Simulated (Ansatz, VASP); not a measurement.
## Si in VASP and in Ansatz

File INCAR:

```
SYSTEM = Si
ALGO = Normal
EDIFF = 1E-6
ENCUT = 520
ISIF = 2
ISMEAR = 0
LASPH = .TRUE.
LCHARG = .FALSE.
LREAL = .FALSE.
LWAVE = .FALSE.
NBANDS = 11
NELM = 60
PREC = Accurate
SIGMA = 0.01
```

The input KPOINTS:

```
k-points
0
G
  8 8 8
  0 0 0
```

The input POSCAR:

```
Si
1.0
    2.5947505324      2.5947505324      0.0000000000
   -2.5947505324      2.5947505324      0.0000000000
    0.0000000000      2.5947505324      2.5947505324
Si
2
Direct
    0.2500000000      0.7500000000      0.5000000000
    0.0000000000      0.0000000000      0.0000000000
```

Input for Ansatz:

```yaml
crystal:
  lattice:
    - [2.59475053237, 2.59475053237, 0.0]
    - [-2.59475053237, 2.59475053237, 0.0]
    - [0.0, 2.59475053237, 2.59475053237]
  atoms:
    - { symbol: Si, position: [0.25, 0.75, 0.5] }
    - { symbol: Si, position: [0.0, 0.0, 0.0] }
kpoints:
  mp_grid: { grid: [8, 8, 8] }
scf:
  occupations: { method: fixed }
  convergence: { dr2_threshold: 1.0e-10 }
hamiltonian:
  xc: lda
  pseudopotentials: { kind: all_electron, lapw: { basis_error: 0.0005 } }
output:
  forces: true
  stress: true
  eigenstates:
    kpoints:
      - [0.0, 0.0, 0.0]
      - [0.423040134, -0.423040135, 0.0]
      - [0.423040134, 0.423040135, 0.423040134]
      - [0.0, 0.0, 0.423040134]
      - [-0.5, -0.5, -0.5]
      - [-0.5, 0.5, 0.0]
      - [0.0, 0.0, -0.5]
      - [0.0, -0.5, -0.5]
      - [0.0, 0.5, 0.0]
      - [-0.5, 0.0, 0.0]
      - [-0.5, 0.0, -0.5]
  eigenvalues: true
```

Alike in both runs: task single point; functional LDA; k mesh 8 × 8 × 8; no spin polarisation.

|  | VASP | Ansatz |
| --- | --- | --- |
| version | VASP 6.6.1 | Ansatz 0.2.0 |
| potentials or method | VASP PAW LDA potentials, release 64 (Si), cutoff 520 eV | all-electron LAPW, scalar-relativistic |
| occupations | gaussian, width 0.01 eV | fixed |

Ansatz gave:

| Item | Value |
| --- | --- |
| gap on the k mesh at the Fermi level (eV) | 0.29 |
| pressure (GPa) | 14.8 |

**Question.** Estimate VASP's values.

**Answer.** gap on the k mesh at the Fermi level (eV): 0.28; pressure (GPa): 15.1.

LDA's correlation is that of Perdew and Zunger in VASP and of Perdew and Wang (1992) in Ansatz. Ansatz ran all-electron here, and VASP with PAW potentials.
